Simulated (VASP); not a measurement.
Wanted: the native input for a VASP 6.6.1 run.

- Task: single point
- Functional: PBE
- Potentials or basis: VASP PAW PBE potentials, release 64 (Zr_sv, Cl)
- Cutoff: 520 eV
- k mesh: 4 × 4 × 4
- Occupations: gaussian, width 0.1 eV
- Spin: no spin polarisation
- Dipole correction: no
- Further INCAR settings: ALGO = Normal; EDIFF = 1e-06; NBANDS = 36

The structure of Zr4Cl lies in POSCAR:

```
Zr4Cl
1.0
    4.8288199961      0.0000000000      0.0000000000
    0.0000000000      4.8288199961      0.0000000000
    0.0000000000      0.0000000000      4.8288199961
Zr Cl
4 1
Direct
    0.5000000000      0.0000000000      0.0000000000
    0.0000000000      0.5000000000      0.0000000000
    0.0000000000      0.0000000000      0.5000000000
    0.5000000000      0.5000000000      0.5000000000
    0.0000000000      0.0000000000      0.0000000000
```

The cell was generated, and may not be a known phase.

One way to write it, as run:

INCAR

```
PREC = Accurate ; ENCUT = 520
EDIFF = 1E-6 ; ISMEAR = 0
SIGMA = 0.1 ; LREAL = False
LASPH = True ; NELM = 80
ALGO = Normal ; ISIF = 2
LWAVE = False ; LCHARG = False
GGA = PE ; NBANDS = 36
```

KPOINTS

```
regular mesh
0
Gamma
  4 4 4
```

Potentials or basis: VASP PAW PBE potentials, release 64 (Zr_sv, Cl).

Run with:

```sh
$ cat potpaw_PBE.64/Zr_sv/POTCAR potpaw_PBE.64/Cl/POTCAR > POTCAR
$ mpirun -np 1 vasp_std > vasp.out
```

Results of the run:

- Pressure: 0.1 GPa
- Band gap on the k mesh: zero (an odd number of electrons rules out a gap without spin polarisation)

Caveat: an odd number of electrons without spin polarisation forces a metal; a magnetic or distorted state may lie lower.

Run time: 57 s on 1 thread of Oxide Virtual Turin-like Processor (shared host), peak memory 0.17 GiB.
